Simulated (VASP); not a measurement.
A run of VASP 6.6.1 is set up as follows.

File INCAR:

```
SYSTEM = ZnPb2N2
ALGO     = Normal         ! electronic algorithm
EDIFF    = 1E-6           ! SCF threshold, eV
ENCUT    = 520            ! plane-wave cutoff, eV
GGA      = PE             ! functional
ISIF     = 2              ! what is computed and relaxed
ISMEAR   = 0              ! smearing method
IVDW     = 12             ! dispersion correction
LASPH    = .TRUE.         ! aspherical terms in the spheres
LCHARG   = .FALSE.        ! write CHGCAR
LREAL    = .FALSE.        ! projectors in reciprocal space
LWAVE    = .FALSE.        ! write WAVECAR
NBANDS   = 33             ! bands
NELM     = 80             ! most SCF steps
PREC     = Accurate       ! precision mode
SIGMA    = 0.05           ! smearing width, eV
```

The input KPOINTS:

```
k-points
0
G
  9 9 4
  0 0 0
```

POSCAR

```
ZnPb2N2
1.0
    3.6736464919      0.0000000000      0.0000000000
   -1.8368232460      3.1814711865      0.0000000000
    0.0000000000      0.0000000000      9.2671568129
Zn Pb N
1 2 2
Direct
    0.0000000000      0.0000000000      0.5000000000
    0.6666666667      0.3333333333      0.1869330000
    0.3333333333      0.6666666667      0.8130670000
    0.0000000000      0.0000000000      0.6983190000
    0.0000000000      0.0000000000      0.3016810000
```

Potentials or basis: VASP PAW PBE potentials, release 64 (Zn, Pb_d, N).

Command:

```console
$ cat potpaw_PBE.64/Zn/POTCAR potpaw_PBE.64/Pb_d/POTCAR potpaw_PBE.64/N/POTCAR > POTCAR
$ mpirun -np 1 vasp_std > vasp.out
```

Task: Predict the band gap on the k mesh.

Result: 0.71 eV, indirect (least direct gap 1.37 eV).

Task: What does it give for the largest force?

Result: 0.028 eV/Å.

Task: What does it give for the dispersion energy per atom?

Result: -0.246 eV.

Forces in eV/Å, atoms in the order of the input:
```
Zn   0.000  0.000  0.000
Pb   0.000  0.000  0.028
Pb   0.000  0.000 -0.028
N    0.000  0.000 -0.025
N    0.000  0.000  0.025
```

Caveat: spin-orbit coupling is left out, which moves the levels of the heavy elements. A k mesh can miss the band edges.
